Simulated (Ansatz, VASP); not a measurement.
# SiW: VASP beside Ansatz

File INCAR:

```
SYSTEM = SiW
ALGO     = Normal         ! electronic algorithm
EDIFF    = 1E-8           ! SCF threshold, eV
ENCUT    = 520            ! plane-wave cutoff, eV
GGA      = PE             ! functional
ISIF     = 2              ! what is computed and relaxed
ISMEAR   = -1             ! smearing method
LASPH    = .TRUE.         ! aspherical terms in the spheres
LCHARG   = .FALSE.        ! write CHGCAR
LEFG     = .TRUE.       
LREAL    = .FALSE.        ! projectors in reciprocal space
LWAVE    = .FALSE.        ! write WAVECAR
NBANDS   = 16             ! bands
NELM     = 100            ! most SCF steps
PREC     = Accurate       ! precision mode
SIGMA    = 0.03           ! smearing width, eV
```

The input KPOINTS:

```
k-points
0
G
  11 11 11
  0 0 0
```

The input POSCAR:

```
SiW
1.0
    3.1029508227      0.0000000000      0.0000000000
    0.0000000000      3.1029508227      0.0000000000
    0.0000000000      0.0000000000      3.0570944066
W Si
1 1
Direct
    0.0000000000      0.0000000000      0.0000000000
    0.5000000000      0.5000000000      0.5000000000
```

Input for Ansatz:

```yaml
crystal:
  lattice:
    - [3.1029508227, 0.0, 0.0]
    - [0.0, 3.1029508227, 0.0]
    - [0.0, 0.0, 3.0570944066]
  atoms:
    - { symbol: W, position: [0.0, 0.0, 0.0] }
    - { symbol: Si, position: [0.5, 0.5, 0.5] }
kpoints:
  mp_grid: { grid: [11, 11, 11] }
scf:
  occupations: { method: fermi_dirac, width: 0.03 }
hamiltonian:
  xc: pbe
  pseudopotentials: { kind: all_electron, datasets: crystal }
output:
  forces: true
  stress: true
  eigenvalues: true
  efg: { contact_densities: true }
```

Change from the starting cell: x and y stretched by +1.5 %, z held, crystal datasets.

Alike in both runs: task electric field gradients; functional PBE; k mesh 11 × 11 × 11; occupations fermi-dirac, width 0.03 eV; no spin polarisation.

|  | VASP | Ansatz |
| --- | --- | --- |
| version | VASP 6.6.1 | Ansatz 0.2.0 |
| potentials or method | VASP PAW PBE potentials, release 64 (W_sv, Si), cutoff 520 eV | all-electron PAW with datasets made for the crystal, scalar-relativistic |

```tsv
	VASP	Ansatz	Ansatz less VASP
pressure (GPa)	-6.0	-6.2	-0.14
traceless stress, the component that is largest in VASP (GPa)	-0.89	-0.88	+0.009
size of Vzz on the site where it differs most (V/Å²)	18.7	20.2	+1.47
```

Ansatz ran all-electron here, and VASP with PAW potentials.

Neither program's run includes spin-orbit coupling.
